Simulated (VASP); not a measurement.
N, 4 atoms in the cell. It takes space group P6_3/mmc (No. 194, hexagonal). Conventional cell: a = 4.167 Å, b = 4.167 Å, c = 6.726 Å, α = 90.00°, β = 90.00°, γ = 120.00°. Within 1.4 Å of N (site symmetry 3m) lie 1 N at 1.06 Å.  This cell differs from its parent crystal: strain +0.000 along x and y, -0.040 along z.

```yaml
Program: VASP 6.6.1
Task: single point
Functional: PBEsol
Potentials_or_basis: VASP PAW PBE potentials, release 64 (N)
Cutoff: 520 eV
k_mesh: 6 × 6 × 4
Occupations: gaussian, width 0.05 eV
Spin: no spin polarisation
Dipole_correction: no
Further_INCAR_settings: ALGO = Normal; EDIFF = 1e-06; NBANDS = 18
```

Potentials or basis: VASP PAW PBE potentials, release 64 (N).

Command:

```sh
$ cat potpaw_PBE.64/N/POTCAR > POTCAR
$ mpirun -np 1 vasp_std > vasp.out
```

Hardware: 1 thread of AMD EPYC 9R45 96-Core Processor (Zen 5), with other jobs on the host.

Q: How long does it take, and how much memory?

A: Run time: 16 s on 1 thread of AMD EPYC 9R45 96-Core Processor (Zen 5), on a shared host, peak memory 0.17 GiB. Counts: scf iterations 14, k points 21.
